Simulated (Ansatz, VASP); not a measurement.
Two plane-wave programs on GaSe3

```
CELL_PARAMETERS angstrom
0.00000 3.98447 3.98447
3.98447 0.00000 3.98447
3.98447 3.98447 0.00000
ATOMIC_POSITIONS crystal
Ga 0.00000 0.00000 0.00000
Se 0.50000 0.50000 0.50000
Se 0.25000 0.25000 0.25000
Se 0.75000 0.75000 0.75000
```

Alike in both runs: task single point; functional PBE; k mesh 4 × 4 × 4; occupations gaussian, width 0.1 eV; no spin polarisation.

```csv
,VASP,Ansatz
version,VASP 6.6.1,Ansatz 0.2.0
potentials or method,"VASP PAW PBE potentials, release 64 (Ga_d, Se), cutoff 520 eV","scalar-relativistic, plane waves, PAW"
valence electrons in the cell,31,61
```

```tsv
	VASP	Ansatz	Ansatz less VASP
gap on the k mesh at the Fermi level (eV)	none	none	-
pressure (GPa)	-8.6	-8.6	0.00
```

A gap of «none» marks a metal or a gap that the smearing closes. The functional is the same, so the differences come from potentials, cutoffs and numerics. VASP's potentials hold 31 valence electrons a cell and Ansatz's 61, so a difference there can come from the potentials and not from the codes.
